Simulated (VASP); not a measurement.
A run of VASP 6.6.1 is set up as follows.

Contents of INCAR:

```
SYSTEM = C
PREC = Accurate
ENCUT = 520
EDIFF = 1E-7
ISMEAR = 0
SIGMA = 0.02
LREAL = .False.
LASPH = .True.
NELM = 100
ALGO = Normal
ISIF = 2
LWAVE = .False.
LCHARG = .True.
GGA = PS
LELF = .True.
LVHAR = .True.
NBANDS = 16
```

The input KPOINTS:

```
Automatic mesh
0
Gamma
  9 9 6
  0 0 0
```

POSCAR

```
C
1.0
    2.4982678403      0.0000000000      0.0000000000
   -1.2491339201      2.1635634152      0.0000000000
    0.0000000000      0.0000000000      4.2229976381
C
4
Direct
    0.3333333333      0.6666666667     -0.0002601248
    0.6666666667      0.3333333333      0.4997398752
    0.3333333333      0.6666666667      0.3742601248
    0.6666666667      0.3333333333      0.8742601248
```

Potentials or basis: VASP PAW PBE potentials, release 64 (C).

The run is started by

```bash
$ cat potpaw_PBE.64/C/POTCAR > POTCAR
$ mpirun -np 1 vasp_std > vasp.out
```

Q: What does it give for the pressure?

A: -5.2 GPa.

Q: Predict the band gap on the k mesh.

A: 3.09 eV (least direct gap 4.85 eV).

Q: Estimate the largest force.

A: 0.013 eV/Å.

Forces on the atoms (eV/Å):
```
C    0.000  0.000  0.013
C    0.000  0.000  0.013
C    0.000  0.000 -0.013
C    0.000  0.000 -0.013
```

Caveat: the cell differs from its parent crystal (strained cell); the cell stands under tension; the PAW data sets were made with another functional, which shifts forces and pressure a little; an odd mesh through Γ misses points on the zone boundary, where band edges can lie.
